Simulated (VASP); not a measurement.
# Au (P-1) in VASP: single point with PBEsol

Aim: the single point of Au with PBEsol.

Everything below comes from runs of VASP 6.6.1. Logs are shortened: lines on timing, memory, paths and dates and some standing lists are left out, and cuts for length are marked.

## Step 1: The cell of the first run

The typed cell holds 2 atoms: a = 2.823 Å, b = 2.920 Å, c = 4.893 Å, α = 90.00°, β = 90.00°, γ = 118.91°.

## Step 2: Single point, PBEsol

Input file INCAR:

```
  PREC = Accurate
  ENCUT = 520
  EDIFF = 1E-6
  ISMEAR = 0
  SIGMA = 0.05
  LREAL = False
  LASPH = True
  NELM = 60
  ALGO = Fast
  ISIF = 2
  LWAVE = False
  LCHARG = False
  GGA = PS
  NBANDS = 18
```

Input file KPOINTS:

```
Automatic mesh
0
Gamma
  14 14 8
```

Input file POSCAR:

```
Au
1.0
   -2.8226199300      0.0000000000      0.0000000000
    1.4113099650     -2.5559330250      0.0000000000
    0.0000000000      0.0000000000      4.8931696100
Au
2
Direct
    0.6653279700      0.3306559400      0.2500000000
    0.3065650188      0.6947558377      0.7644660794
```

Potentials or basis: VASP PAW PBE potentials, release 64 (Au).

Run with:

```
$ cat potpaw_PBE.64/Au/POTCAR > POTCAR
$ mpirun -np 1 vasp_std > vasp.out
```

OUTCAR:

```text
PREC = Accurate
   ENCUT = 520
   EDIFF = 1E-6
   ISMEAR = 0
   LREAL = False
   LASPH = True
   NELM = 60
   ISIF = 2
   GGA = PS

 ion  position               nearest neighbor table
   1  0.665  0.331  0.250-   2 2.86   2 2.88   2 2.97   2 2.98   2 3.00   2 3.09
   2  0.307  0.695  0.764-   1 2.86   1 2.88   1 2.97   1 2.98   1 3.00   1 3.09

  LATTYP: Found a base centered orthorhombic cell.
 ALAT       =     2.8226199300
 B/A-ratio  =     1.8110359088
 C/A-ratio  =     1.7335559627

  Lattice vectors:

 A1 = (  -1.4113099650,   2.5559330250,   0.0000000000)
 A2 = (  -1.4113099650,  -2.5559330250,   0.0000000000)
 A3 = (   0.0000000000,   0.0000000000,   4.8931696100)

Analysis of symmetry for initial positions (statically):
=====================================================================
 Subroutine PRICEL returns:
 Original cell was already a primitive cell.

 Routine SETGRP: Setting up the symmetry group for a
 base centered orthorhombic supercell.

 Subroutine GETGRP returns: Found  2 space group operations
 (whereof  1 operations were pure point group operations)
 out of a pool of  8 trial point group operations.

The static configuration has the point symmetry C_1 .
 The point group associated with its full space group is S_2 .

Analysis of symmetry for dynamics (positions and initial velocities):
=====================================================================
 Subroutine PRICEL returns:
 Original cell was already a primitive cell.

 Routine SETGRP: Setting up the symmetry group for a
 base centered orthorhombic supercell.

 Subroutine GETGRP returns: Found  2 space group operations
 (whereof  1 operations were pure point group operations)
 out of a pool of  8 trial point group operations.

The dynamic configuration has the point symmetry C_1 .
 The point group associated with its full space group is S_2 .

 Subroutine INISYM returns: Found  2 space group operations
 (whereof  1 operations are pure point group operations),
 and found     1 'primitive' translations

----------------------------------------------------------------------------------------

                                     Primitive cell

  volume of cell :      35.3014

  direct lattice vectors                    reciprocal lattice vectors
    -2.822619930  0.000000000  0.000000000    -0.354280783 -0.195623279  0.000000000
[... 77 lines left out ...]
   PREC   = accura    normal or accurate (medium, high low for compatibility)
   ISTART =      0    job   : 0-new  1-cont  2-samecut
   ICHARG =      2    charge: 1-file 2-atom 10-const
   ISPIN  =      1    spin polarized calculation?
   LNONCOLLINEAR =      F non collinear calculations
   LSORBIT =      F    spin-orbit coupling
   LASPH  =      T    aspherical Exc in radial PAW
   ENCUT  =  520.0 eV  38.22 Ry    6.18 a.u.   5.25  5.43  9.10*2*pi/ulx,y,z
   NELM   =     60;   NELMIN=  2; NELMDL= -5     # of ELM steps
   EDIFF  = 0.1E-05   stopping-criterion for ELM
   LREAL  =      F    real-space projection
[... 7 lines left out ...]
   TEBEG  =    0.0;   TEEND  =   0.0 temperature during run
   PSTRESS=    0.0 pullay stress
   NELECT =      22.0000    total number of electrons
   NUPDOWN=      -1.0000    fix difference up-down
   EMIN   =  10.00;   EMAX   =-10.00  energy-range for DOS
   EFERMI =   0.00;   METHOD = LEGACY
   ISMEAR =     0;   SIGMA  =   0.05  broadening in eV -4-tet -1-fermi 0-gaus
   EFERMI_NEDOS =   21; number of points for ismear=-14 and -15
   IALGO  =     68    algorithm
   IMIX   =      4    mixing-type and parameters
     AMIX     =   0.40;   BMIX     =  1.00
     AMIX_MAG =   1.60;   BMIX_MAG =  1.00
  volume/ion in A,a.u.               =      17.65       119.11
  Fermi-wavevector in a.u.,A,eV,Ry     =   1.398358  2.642513 26.604898  1.955405
  Thomas-Fermi vector in A             =   2.521524
   LORBIT       =      0    0 simple, 1 ext, 2 COOP (PROOUT), +10 PAW based schemes
   GGA     = PS    functional components
   LHFCALC =     F    Hartree Fock is set to
   AEXX    =    0.0000 exact exchange contribution
   IVDW    =     0    specifies the selected vdW correction
   LEPSILON=     F    determine dielectric tensor
   LRPA    =     F    only Hartree local field effects (RPA)
 non-spin polarized calculation
 RMM-DIIS sequential band-by-band and
 Gauss-broadening in eV      SIGMA  =   0.05
  energy-cutoff  :      520.00
  volume of cell :       35.30
 maximum number of plane-waves:       970
 NGX is ok and might be reduce to    24
   NGX = 11   NGY = 11   NGZ = 19

 number of electron      21.9999997 magnetization

 Free energy of the ion-electron system (eV)
  ---------------------------------------------------
  ext. energy  EPLUGINS =         0.00000000
  ---------------------------------------------------
  free energy    TOTEN  =        -7.78585714 eV

  energy without entropy =       -7.78510182  energy(sigma->0) =       -7.78547948

 E-fermi :   8.6471     XC(G=0): -12.6730

 val. band max:        8.6440184890   @ k =   0.4286   0.0714   0.2500
 cond. band min:       8.6516476132   @ k =   0.0714  -0.2857  -0.2500
 fundamental gap:      0.0076291242
 Fermi energy:         8.6471211571

 k-point     1 :       0.0000    0.0000    0.0000
  band No.  band energies     occupation
      1      -0.8606      2.00000
      2       1.5527      2.00000
      3       3.8882      2.00000
      4       3.9819      2.00000
      5       4.4038      2.00000
      6       4.6100      2.00000
[... 481 lines left out ...]
      5       4.3603      2.00000
      6       4.4513      2.00000
[... 10 lines left out ...]
     17      23.0195      0.00000
     18      24.3004      0.00000

 [... further k-points ...]

------------------------ aborting loop because EDIFF is reached ----------------------------------------

  FORCE on cell =-STRESS in cart. coord.  units (eV):
  Direction    XX          YY          ZZ          XY          YZ          ZX
  --------------------------------------------------------------------------------------
  -------------------------------------------------------------------------------------
  Total       -1.0125187     -1.0965213     -1.2104891      0.0172214     -0.0024791      0.0532189
  in kB      -45.9538057    -49.7663172    -54.9388199      0.7816038     -0.1125170      2.4153718
  external PRESSURE =     -50.2196476 kB  Pullay stress =       0.0000000 kB

 VOLUME and BASIS-vectors are now :
 -----------------------------------------------------------------------------
  energy-cutoff  :      520.00
  volume of cell :       35.30
      direct lattice vectors                 reciprocal lattice vectors
    -2.822619930  0.000000000  0.000000000    -0.354280783 -0.195623279  0.000000000
     1.411309965 -2.555933025  0.000000000     0.000000000 -0.391246559  0.000000000
     0.000000000  0.000000000  4.893169610     0.000000000  0.000000000  0.204366511

 POSITION                                       TOTAL-FORCE (eV/Angst)
 -----------------------------------------------------------------------------------
     -1.41131     -0.84513      1.22329         0.023704     -0.004376      0.428644
      0.11520     -1.77575      3.74066        -0.023704      0.004376     -0.428644
 -----------------------------------------------------------------------------------
    total drift:                               -0.000001     -0.000006     -0.000000

  FREE ENERGIE OF THE ION-ELECTRON SYSTEM (eV)
  ---------------------------------------------------
  free  energy   TOTEN  =        -7.7858571391 eV

  energy  without entropy=       -7.7851018180  energy(sigma->0) =       -7.78547948
```

OSZICAR:

```text
N       E                     dE             d eps       ncg     rms          rms(c)
DAV:   1     0.121280435514E+03    0.12128E+03   -0.11671E+04 28384   0.118E+03
DAV:   2    -0.637189780687E+01   -0.12765E+03   -0.12180E+03 30032   0.259E+02
DAV:   3    -0.845884117282E+01   -0.20869E+01   -0.20752E+01 33150   0.335E+01
DAV:   4    -0.846778377205E+01   -0.89426E-02   -0.89415E-02 31182   0.230E+00
DAV:   5    -0.846786465872E+01   -0.80887E-04   -0.80888E-04 31268   0.234E-01    0.122E+01
RMM:   6    -0.782934848207E+01    0.63852E+00   -0.11451E+00 28375   0.794E+00    0.769E+00
RMM:   7    -0.779131794953E+01    0.38031E-01   -0.13300E-01 29224   0.287E+00    0.353E+00
RMM:   8    -0.778599215026E+01    0.53258E-02   -0.15985E-02 29637   0.969E-01    0.570E-01
RMM:   9    -0.778585257195E+01    0.13958E-03   -0.12251E-03 31391   0.264E-01    0.141E-01
RMM:  10    -0.778585898040E+01   -0.64084E-05   -0.17770E-04 31431   0.916E-02    0.928E-02
RMM:  11    -0.778585719617E+01    0.17842E-05   -0.29780E-05 31074   0.359E-02    0.847E-03
RMM:  12    -0.778585713908E+01    0.57089E-07   -0.49093E-06 25437   0.136E-02
   1 F= -.77858571E+01 E0= -.77854795E+01  d E =-.755321E-03
```

stdout:

```text
POSCAR found type information on POSCAR Au
 POSCAR found :  1 types and       2 ions
 scaLAPACK will be used
 -----------------------------------------------------------------------------
|                                                                             |
|                                                                             |
|     You enforced a specific xc type in the INCAR file but a different       |
|     I HOPE YOU KNOW WHAT YOU ARE DOING!                                     |
|                                                                             |
 -----------------------------------------------------------------------------

 LDA part: xc-table for (Slater+PW92), standard interpolation
 POSCAR, INCAR and KPOINTS ok, starting setup
 FFT: planning ... GRIDC
 FFT: planning ... GRID_SOFT
 FFT: planning ... GRID
 WAVECAR not read
 entering main loop
```

Wall time 4.9 min (1 thread of Intel Xeon Platinum 8488C (Sapphire Rapids), shared host); peak memory 0.49 GiB.

Results:

```
Free energy            : -7.7859 eV
Pressure               : -5.0 GPa
Largest force          : 0.429 eV/Å
Band gap on the k mesh : zero (bands 11 and 12 overlap by 6.25 eV)
```

Forces on the atoms (eV/Å):
```
Au   0.024 -0.004  0.429
Au  -0.024  0.004 -0.429
```

Stress tensor (GPa, compression positive):
```
-4.60  0.08  0.24
 0.08 -4.98 -0.01
 0.24 -0.01 -5.49
```

Levels at points of the mesh, in eV from the Fermi level:
```
           k point  band 7  band 8  band 9  band 10  band 11  band 12  band 13  band 14  band 15  band 16
(0.00, 0.00, 0.00)   -3.82   -3.57   -3.07    -2.26    -1.91    -1.04     2.42    14.46    15.58    16.68
(0.50, 0.00, 0.00)   -3.62   -1.99   -1.76    -1.57     0.66     1.66     5.88     7.08     7.66    10.07
(0.50, 0.50, 0.00)   -3.09   -1.87   -1.70    -1.63     0.26     1.94     5.45     6.64     7.55     9.98
(0.00, 0.50, 0.00)   -3.74   -1.89   -1.84    -1.62     0.36     1.21     5.47     6.61     7.29    10.80
(0.00, 0.00, 0.50)   -4.12   -4.11   -2.75    -2.52    -2.48    -2.36     9.72    10.70    14.90    15.01
(0.50, 0.00, 0.50)   -2.19   -2.14   -1.65    -1.60     0.48     0.61     4.06     4.21    12.59    12.89
(0.50, 0.50, 0.50)   -2.64   -2.58   -1.65    -1.63     0.86     1.04     3.76     3.95    12.94    13.23
(0.00, 0.50, 0.50)   -2.19   -2.12   -1.74    -1.69     0.12     0.25     3.49     3.65    12.28    12.73
```

Caveat: the cell stands under tension; the PAW data sets were made with another functional, which shifts forces and pressure a little; spin-orbit coupling is left out, which moves the levels of the heavy elements.
